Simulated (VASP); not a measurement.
# Fe (Im-3m) in VASP: further runs, part 2 of 2

VASP 6.6.1. The steps go on from the part before.

### Step 4. Single point, r2SCAN, collinear spin, ferromagnetic start

POSCAR reads:

```
Fe
1.0
   -1.4314200000      1.4314200000      1.4314200000
    1.4314200000     -1.4314200000      1.4314200000
    1.4314200000      1.4314200000     -1.4314200000
Fe
1
Direct
    0.0000000000      0.0000000000      0.0000000000
```

INCAR.step1 reads:

```
SYSTEM = Fe
  PREC = Accurate
  ENCUT = 520
  ISMEAR = -1
  SIGMA = 0.1
  LREAL = .False.
  LASPH = .True.
  NELM = 150
  ISPIN = 2
  MAGMOM = 0.6
  NUPDOWN = 0.6
  LMAXMIX = 4
  NBANDS = 14
  GGA = PE
  ALGO = Normal
  EDIFF = 1E-4
  LWAVE = .True.
  LCHARG = .False.
```

INCAR.step2 reads:

```
SYSTEM = Fe
  PREC = Accurate
  ENCUT = 520
  EDIFF = 1E-6
  ISMEAR = -1
  SIGMA = 0.1
  LREAL = .False.
  LASPH = .True.
  NELM = 150
  ALGO = Normal
  ISIF = 2
  LWAVE = .False.
  LCHARG = .False.
  ISPIN = 2
  MAGMOM = 0.6
  LORBIT = 11
  NUPDOWN = 0.6
  LMAXMIX = 4
  METAGGA = R2SCAN
  LMIXTAU = .True.
  NBANDS = 14
  ISTART = 1
```

KPOINTS reads:

```
regular mesh
0
Gamma
  15 15 15
  0 0 0
```

Potentials or basis: VASP PAW PBE potentials, release 64 (Fe).

Command:

```sh
cat potpaw_PBE.64/Fe/POTCAR > POTCAR
cp INCAR.step1 INCAR
mpirun -np 1 vasp_std > vasp.out
cp INCAR.step2 INCAR
mpirun -np 1 vasp_std > vasp.out
```

OUTCAR:

```text
SYSTEM = Fe
   PREC = Accurate
   ENCUT = 520
   EDIFF = 1E-6
   ISMEAR = -1
   LREAL = .False.
   LASPH = .True.
   NELM = 150
   ISIF = 2
   ISPIN = 2
   LORBIT = 11
   NUPDOWN = 0.6
   METAGGA = R2SCAN
   ISTART = 1

 ion  position               nearest neighbor table
   1  0.000  0.000  0.000-

  LATTYP: Found a body centered cubic cell.
 ALAT       =     2.8628400000

  Lattice vectors:

 A1 = (  -1.4314200000,   1.4314200000,   1.4314200000)
 A2 = (   1.4314200000,  -1.4314200000,   1.4314200000)
 A3 = (   1.4314200000,   1.4314200000,  -1.4314200000)

Analysis of symmetry for initial positions (statically):
=====================================================================
 Subroutine PRICEL returns:
 Original cell was already a primitive cell.

 Routine SETGRP: Setting up the symmetry group for a
 body centered cubic supercell.

 Subroutine GETGRP returns: Found 48 space group operations
 (whereof 48 operations were pure point group operations)
 out of a pool of 48 trial point group operations.

The static configuration has the point symmetry O_h .

Analysis of symmetry for dynamics (positions and initial velocities):
=====================================================================
 Subroutine PRICEL returns:
 Original cell was already a primitive cell.

 Routine SETGRP: Setting up the symmetry group for a
 body centered cubic supercell.

 Subroutine GETGRP returns: Found 48 space group operations
 (whereof 48 operations were pure point group operations)
 out of a pool of 48 trial point group operations.

The dynamic configuration has the point symmetry O_h .

Analysis of structural, dynamic, and magnetic symmetry:
=====================================================================
 Subroutine PRICEL returns:
 Original cell was already a primitive cell.

 Routine SETGRP: Setting up the symmetry group for a
 body centered cubic supercell.

 Subroutine GETGRP returns: Found 48 space group operations
 (whereof 48 operations were pure point group operations)
 out of a pool of 48 trial point group operations.

The overall configuration has the point symmetry O_h .
[... 150 lines left out ...]

 spin component 1

 k-point     1 :       0.0000    0.0000    0.0000
  band No.  band energies     occupation
      1      -3.0593      1.00000
      2       3.9094      0.99997
      3       3.9094      0.99997
      4       3.9095      0.99997
      5       4.3210      0.99813
      6       4.3210      0.99813
      7      31.2509      0.00000
      8      31.2509      0.00000
      9      31.2510      0.00000
     10      36.0713      0.00000
     11      36.0713      0.00000
     12      38.4842      0.00000
     13      38.4843      0.00000
     14      38.4843      0.00000
[... 379 lines left out ...]
      3       3.2975      1.00000
      4       4.7161      0.91129
      5       5.2991      0.02928
      6       9.6306      0.00000
      7      13.3519      0.00000
      8      18.5755      0.00000
      9      25.2096      0.00000
     10      32.2891      0.00000
     11      37.1215      0.00000
     12      40.1746      0.00000
     13      44.2372      0.00000
     14      50.6161      0.00000

 [... further k-points ...]

 spin component 2

 k-point     1 :       0.0000    0.0000    0.0000
  band No.  band energies     occupation
      1      -3.5156      1.00000
      2       3.8683      1.00000
      3       3.8685      1.00000
      4       3.8685      1.00000
      5       6.9652      0.00009
      6       6.9653      0.00009
      7      30.9315      0.00000
      8      30.9315      0.00000
      9      30.9315      0.00000
     10      36.5054      0.00000
     11      36.5054      0.00000
     12      38.4929      0.00000
     13      38.4930      0.00000
     14      38.4933      0.00000
[... 379 lines left out ...]
      3       3.8575      1.00000
      4       6.4515      0.01444
      5       6.8506      0.00027
      6       9.8007      0.00000
      7      13.5969      0.00000
      8      18.6521      0.00000
      9      25.3848      0.00000
     10      32.2693      0.00000
     11      37.1649      0.00000
     12      40.5776      0.00000
     13      44.8734      0.00000
     14      50.7632      0.00000

 [... further k-points ...]
[... 5 lines left out ...]
  --------------------------------------------------------------------------------------
  -------------------------------------------------------------------------------------
  Total       -1.5772991     -1.5772991     -1.5772991     -0.0000000     -0.0000000     -0.0000000
  in kB     -215.4087854   -215.4087854   -215.4087854     -0.0000000     -0.0000000     -0.0000000
  external PRESSURE =    -215.4087854 kB  Pullay stress =       0.0000000 kB

 VOLUME and BASIS-vectors are now :
 -----------------------------------------------------------------------------
  energy-cutoff  :      520.00
  volume of cell :       11.73
      direct lattice vectors                 reciprocal lattice vectors
    -1.431420000  1.431420000  1.431420000     0.000000000  0.349303489  0.349303489
     1.431420000 -1.431420000  1.431420000     0.349303489  0.000000000  0.349303489
     1.431420000  1.431420000 -1.431420000     0.349303489  0.349303489  0.000000000

 POSITION                                       TOTAL-FORCE (eV/Angst)
 -----------------------------------------------------------------------------------
      0.00000      0.00000      0.00000         0.000000     -0.000000     -0.000000
 -----------------------------------------------------------------------------------
    total drift:                                0.000000     -0.000000      0.000000

  FREE ENERGIE OF THE ION-ELECTRON SYSTEM (eV)
  ---------------------------------------------------
  free  energy   TOTEN  =       -13.4202483613 eV

  energy  without entropy=      -13.3529749409  energy(sigma->0) =      -13.38661165

 total charge

# of ion       s       p       d       tot
------------------------------------------
    1        0.474   0.520   6.220   7.213

 magnetization (x)

# of ion       s       p       d       tot
------------------------------------------
    1       -0.008  -0.080   0.736   0.648
```

It took 2.5 min on 1 thread of AMD EPYC 7R43 (Zen 3), shared host; peak memory 0.11 GiB.

Results:

| Quantity | Value |
| --- | --- |
| Free energy | -13.4202 eV |
| Pressure | -21.5 GPa |
| Net moment | 0.60 μB per cell |
| Site moments | Fe +0.65 μB |
| Valence electrons inside the program's atomic spheres | Fe 7.21 |

Caveat: the PAW data sets were made with another functional, which shifts forces and pressure a little; the total moment is fixed, so each spin has its own Fermi level.

### Step 5. Single point, r2SCAN, collinear spin, ferromagnetic start

POSCAR is that of step 4.

Edit INCAR.step1 of step 4 so:

```diff
@@ -9,4 +9,4 @@
   ISPIN = 2
-  MAGMOM = 0.6
-  NUPDOWN = 0.6
+  MAGMOM = 1.8
+  NUPDOWN = 1.8
   LMAXMIX = 4
```

Edit INCAR.step2 of step 4 so:

```diff
@@ -14,5 +14,5 @@
   ISPIN = 2
-  MAGMOM = 0.6
+  MAGMOM = 1.8
   LORBIT = 11
-  NUPDOWN = 0.6
+  NUPDOWN = 1.8
   LMAXMIX = 4
```

KPOINTS is that of step 4.

Potentials or basis: VASP PAW PBE potentials, release 64 (Fe).

Command:

```sh
cat potpaw_PBE.64/Fe/POTCAR > POTCAR
cp INCAR.step1 INCAR
mpirun -np 1 vasp_std > vasp.out
cp INCAR.step2 INCAR
mpirun -np 1 vasp_std > vasp.out
```

OUTCAR:

```text
SYSTEM = Fe
   PREC = Accurate
   ENCUT = 520
   EDIFF = 1E-6
   ISMEAR = -1
   LREAL = .False.
   LASPH = .True.
   NELM = 150
   ISIF = 2
   ISPIN = 2
   LORBIT = 11
   NUPDOWN = 1.8
   METAGGA = R2SCAN
   ISTART = 1

 ion  position               nearest neighbor table
   1  0.000  0.000  0.000-

  LATTYP: Found a body centered cubic cell.
 ALAT       =     2.8628400000

  Lattice vectors:

 A1 = (  -1.4314200000,   1.4314200000,   1.4314200000)
 A2 = (   1.4314200000,  -1.4314200000,   1.4314200000)
 A3 = (   1.4314200000,   1.4314200000,  -1.4314200000)

Analysis of symmetry for initial positions (statically):
=====================================================================
 Subroutine PRICEL returns:
 Original cell was already a primitive cell.

 Routine SETGRP: Setting up the symmetry group for a
 body centered cubic supercell.

 Subroutine GETGRP returns: Found 48 space group operations
 (whereof 48 operations were pure point group operations)
 out of a pool of 48 trial point group operations.

The static configuration has the point symmetry O_h .

Analysis of symmetry for dynamics (positions and initial velocities):
=====================================================================
 Subroutine PRICEL returns:
 Original cell was already a primitive cell.

 Routine SETGRP: Setting up the symmetry group for a
 body centered cubic supercell.

 Subroutine GETGRP returns: Found 48 space group operations
 (whereof 48 operations were pure point group operations)
 out of a pool of 48 trial point group operations.

The dynamic configuration has the point symmetry O_h .

Analysis of structural, dynamic, and magnetic symmetry:
=====================================================================
 Subroutine PRICEL returns:
 Original cell was already a primitive cell.

 Routine SETGRP: Setting up the symmetry group for a
 body centered cubic supercell.

 Subroutine GETGRP returns: Found 48 space group operations
 (whereof 48 operations were pure point group operations)
 out of a pool of 48 trial point group operations.

The overall configuration has the point symmetry O_h .

 Subroutine INISYM returns: Found 48 space group operations
 (whereof 48 operations are pure point group operations),
 and found     1 'primitive' translations

----------------------------------------------------------------------------------------

                                     Primitive cell

  volume of cell :      11.7317

  direct lattice vectors                    reciprocal lattice vectors
    -1.431420000  1.431420000  1.431420000     0.000000000  0.349303489  0.349303489
     1.431420000 -1.431420000  1.431420000     0.349303489  0.000000000  0.349303489
     1.431420000  1.431420000 -1.431420000     0.349303489  0.349303489  0.000000000

  length of vectors
     2.479292167  2.479292167  2.479292167     0.493989731  0.493989731  0.493989731

  position of ions in fractional coordinates (direct lattice)
     0.000000000  0.000000000  0.000000000

  ion indices of the primitive-cell ions
   primitive index   ion index
                 1           1

----------------------------------------------------------------------------------------

 KPOINTS: regular mesh

Automatic generation of k-mesh.
 Grid dimensions read from file:
 generate k-points for:   15   15   15

[... 66 lines left out ...]
   NSW    =      0    number of steps for IOM
   IBRION =     -1    ionic relax: 0-MD 1-quasi-New 2-CG
   NFREE  =      0    steps in history (QN), initial steepest desc. (CG)
   ISIF   =      2    stress and relaxation
   ISYM   =      2    0-nonsym 1-usesym 2-fastsym
   POTIM  = 0.5000    time-step for ionic-motion
   TEBEG  =    0.0;   TEEND  =   0.0 temperature during run
   PSTRESS=    0.0 pullay stress
   NELECT =       8.0000    total number of electrons
   NUPDOWN=       1.8000    fix difference up-down
   EMIN   =  10.00;   EMAX   =-10.00  energy-range for DOS
   EFERMI =   0.00;   METHOD = LEGACY
   ISMEAR =    -1;   SIGMA  =   0.10  broadening in eV -4-tet -1-fermi 0-gaus
   EFERMI_NEDOS =   21; number of points for ismear=-14 and -15
   IALGO  =     38    algorithm
   IMIX   =      4    mixing-type and parameters
     AMIX     =   0.40;   BMIX     =  1.00
     AMIX_MAG =   1.60;   BMIX_MAG =  1.00
  volume/ion in A,a.u.               =      11.73        79.17
  Fermi-wavevector in a.u.,A,eV,Ry     =   1.440957  2.723014 28.250561  2.076358
  Thomas-Fermi vector in A             =   2.559643
   LORBIT       =     11    0 simple, 1 ext, 2 COOP (PROOUT), +10 PAW based schemes
   METAGGA = R2SCAN    functional components
   LHFCALC =     F    Hartree Fock is set to
   AEXX    =    0.0000 exact exchange contribution
   IVDW    =     0    specifies the selected vdW correction
   LEPSILON=     F    determine dielectric tensor
   LRPA    =     F    only Hartree local field effects (RPA)
 spin polarized calculation
  energy-cutoff  :      520.00
  volume of cell :       11.73
 maximum number of plane-waves:       329
   NGX =  9   NGY =  9   NGZ =  9

 number of electron       7.9999999 magnetization       1.8000000

 Free energy of the ion-electron system (eV)
  ---------------------------------------------------
  ext. energy  EPLUGINS =         0.00000000
  ---------------------------------------------------
  free energy    TOTEN  =       -14.10343535 eV

  energy without entropy =      -14.06710656  energy(sigma->0) =      -14.08527095

 E-fermi :   6.0080     XC(G=0): -14.0897

 val. band max:        6.0062569249   @ k =  -0.4000   0.4000   0.2667
 cond. band min:       4.9322037811   @ k =  -0.3333   0.4000   0.2667
 fundamental gap:     -1.0740531438
 Fermi energy:         4.9157940320

 spin component 1

 k-point     1 :       0.0000    0.0000    0.0000
  band No.  band energies     occupation
      1      -3.0011      1.00000
      2       2.9866      1.00000
      3       2.9866      1.00000
      4       2.9866      1.00000
      5       3.7299      0.99999
      6       3.7299      0.99999
      7      31.2694      0.00000
      8      31.2694      0.00000
      9      31.2694      0.00000
     10      36.0288      0.00000
     11      36.0288      0.00000
     12      38.0303      0.00000
     13      38.0303      0.00000
     14      38.0305      0.00000
[... 379 lines left out ...]
      3       2.8308      1.00000
      4       3.9640      0.99993
      5       4.5333      0.97865
      6       9.2611      0.00000
      7      12.9212      0.00000
      8      18.3433      0.00000
      9      25.0065      0.00000
     10      32.1293      0.00000
     11      36.9784      0.00000
     12      39.8983      0.00000
     13      43.8634      0.00000
     14      50.4193      0.00000

 [... further k-points ...]

 spin component 2

 k-point     1 :       0.0000    0.0000    0.0000
  band No.  band energies     occupation
      1      -3.6496      1.00000
      2       4.8532      0.99999
      3       4.8534      0.99999
      4       4.8534      0.99999
      5       7.6972      0.00000
      6       7.6973      0.00000
      7      30.8830      0.00000
      8      30.8830      0.00000
      9      30.8830      0.00000
     10      36.6445      0.00000
     11      36.6449      0.00000
     12      38.9391      0.00000
     13      38.9393      0.00000
     14      38.9400      0.00000
[... 379 lines left out ...]
      3       4.2274      1.00000
      4       7.2687      0.00000
      5       7.7243      0.00000
      6      10.3509      0.00000
      7      14.1388      0.00000
      8      18.9354      0.00000
      9      25.6268      0.00000
     10      32.4392      0.00000
     11      37.3032      0.00000
     12      40.9157      0.00000
     13      45.4338      0.00000
     14      50.9796      0.00000

 [... further k-points ...]
[... 5 lines left out ...]
  --------------------------------------------------------------------------------------
  -------------------------------------------------------------------------------------
  Total       -1.2317875     -1.2317875     -1.2317875      0.0000000     -0.0000000     -0.0000000
  in kB     -168.2229159   -168.2229159   -168.2229159      0.0000000     -0.0000000     -0.0000000
  external PRESSURE =    -168.2229159 kB  Pullay stress =       0.0000000 kB

 VOLUME and BASIS-vectors are now :
 -----------------------------------------------------------------------------
  energy-cutoff  :      520.00
  volume of cell :       11.73
      direct lattice vectors                 reciprocal lattice vectors
    -1.431420000  1.431420000  1.431420000     0.000000000  0.349303489  0.349303489
     1.431420000 -1.431420000  1.431420000     0.349303489  0.000000000  0.349303489
     1.431420000  1.431420000 -1.431420000     0.349303489  0.349303489  0.000000000

 POSITION                                       TOTAL-FORCE (eV/Angst)
 -----------------------------------------------------------------------------------
      0.00000      0.00000      0.00000         0.000000      0.000000      0.000000
 -----------------------------------------------------------------------------------
    total drift:                                0.000000     -0.000000      0.000000

  FREE ENERGIE OF THE ION-ELECTRON SYSTEM (eV)
  ---------------------------------------------------
  free  energy   TOTEN  =       -14.1034353527 eV

  energy  without entropy=      -14.0671065560  energy(sigma->0) =      -14.08527095

 total charge

# of ion       s       p       d       tot
------------------------------------------
    1        0.475   0.539   6.197   7.210

 magnetization (x)

# of ion       s       p       d       tot
------------------------------------------
    1       -0.015  -0.112   1.993   1.866
```

Wall time 1.9 min (1 thread of AMD EPYC 7R43 (Zen 3), shared host); peak memory 0.11 GiB.

What came out:

```
Free energy                                           : -14.1034 eV
Pressure                                              : -16.8 GPa
Net moment                                            : 1.80 μB per cell
Site moments                                          : Fe +1.87 μB
Valence electrons inside the program's atomic spheres : Fe 7.21
```

Caveat: the PAW data sets were made with another functional, which shifts forces and pressure a little; the total moment is fixed, so each spin has its own Fermi level.

### Step 6. Overview

| fixed moment (μB) | pressure (GPa) | moment (μB) |
| --- | --- | --- |
| 3.6 | 34.1 | 3.60 |
| 4.8 | 110.0 | 4.80 |
| 0.6 | -21.5 | 0.60 |
| 1.8 | -16.8 | 1.80 |

Alike in all rows: task single point; level r2SCAN; potentials or basis VASP PAW PBE potentials, release 64 (Fe); spin collinear, ferromagnetic start; cell as given; k mesh 15 × 15 × 15; cutoff (eV) 520; smearing fermi-dirac 0.1 eV.

Caveats: the PAW data sets were made with another functional, which shifts forces and pressure a little; the total moment is fixed, so each spin has its own Fermi level.

Total energies depend on the potentials used, so only differences within one code and one set of settings carry meaning.
